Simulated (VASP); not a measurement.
A run of VASP 6.6.1 is set up as follows.

INCAR

```
SYSTEM = Cu
  PREC = Accurate
  ENCUT = 600
  EDIFF = 1E-6
  ISMEAR = -1
  SIGMA = 0.05
  LREAL = .FALSE.
  LASPH = .TRUE.
  NELM = 120
  ALGO = Normal
  ISIF = 2
  LWAVE = .FALSE.
  LCHARG = .TRUE.
  GGA = RE
  IVDW = 13
  LELF = .TRUE.
  LVHAR = .TRUE.
  NBANDS = 12
  GGA_COMPAT = .FALSE.
```

KPOINTS

```
Automatic mesh
0
G
  13 13 13
  0 0 0
```

Contents of POSCAR:

```
Cu
1.0
    0.0000000000      1.7770341520      1.7770341520
    1.7770341520      0.0000000000      1.7770341520
    1.7770341520      1.7770341520      0.0000000000
Cu
1
Direct
    0.0000000000      0.0000000000      0.0000000000
```

Potentials or basis: VASP PAW PBE potentials, release 64 (Cu).

The run is started by

```sh
$ cat potpaw_PBE.64/Cu/POTCAR > POTCAR
$ mpirun -np 1 vasp_std > vasp.out
```

(1) Estimate the pressure.

(2) Predict the band gap on the k mesh.

(3) What does it give for the dispersion energy per atom?

## Answers

(1) 0.7 GPa.

(2) zero (an odd number of electrons rules out a gap without spin polarisation).

(3) -1.030 eV.

Caveat: the PAW data sets were made with another functional, which shifts forces and pressure a little.
